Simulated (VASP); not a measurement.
Cd4Te:

```
Cd Te
1.0
     5.36130    0.00000    0.00000
     0.00000    5.36130    0.00000
     0.00000    0.00000    5.36130
Cd Te
4 1
Direct
  0.00000 0.50000 0.50000
  0.50000 0.00000 0.50000
  0.50000 0.50000 0.00000
  0.00000 0.00000 0.00000
  0.50000 0.50000 0.50000
```

The cell was built from a structure type or drawn by symmetry, and may not be a known phase.

- Program: VASP 6.6.1
- Task: relaxation of cell and atoms
- Functional: PBE
- Potentials or basis: VASP PAW PBE potentials, release 64 (Cd, Te)
- Cutoff: 600 eV
- k mesh: 4 × 4 × 4
- Occupations: gaussian, width 0.1 eV
- Spin: no spin polarisation

At the start: pressure 7.1 GPa; volume 30.82 Å³/atom.

Problem. Where does the relaxation end?

Solution. Over 7 steps the energy falls by 204.9 meV/atom and the volume is 44.66 Å³/atom (+44.9 %); space group Pm-3m (No. 221, to 0.1 Å) before and after.

Step by step:
```tsv
step	energy change (eV)	largest force (eV/Å)	pressure (GPa)	volume (Å³)
1	0.0000	0.0000	7.06	154.10
2	-0.7657	0.0000	1.85	186.44
3	-0.9274	0.0000	1.43	202.85
4	-1.0078	0.0000	-0.41	238.50
5	-1.0246	0.0000	-0.41	229.15
6	-1.0084	0.0000	0.58	215.73
7	-1.0246	0.0000	0.12	223.32
```

Final structure:
```yaml
crystal:
  lattice:
    - [6.06699, 0.00000, 0.00000]
    - [0.00000, 6.06699, 0.00000]
    - [0.00000, 0.00000, 6.06699]
  atoms:
    - { symbol: Cd, position: [0.00000, 0.50000, 0.50000] }
    - { symbol: Cd, position: [0.50000, 0.00000, 0.50000] }
    - { symbol: Cd, position: [0.50000, 0.50000, 0.00000] }
    - { symbol: Cd, position: [0.00000, 0.00000, 0.00000] }
    - { symbol: Te, position: [0.50000, 0.50000, 0.50000] }
```

Caveat: the volume moved by over 15 % at a fixed basis, so the end points are rough.
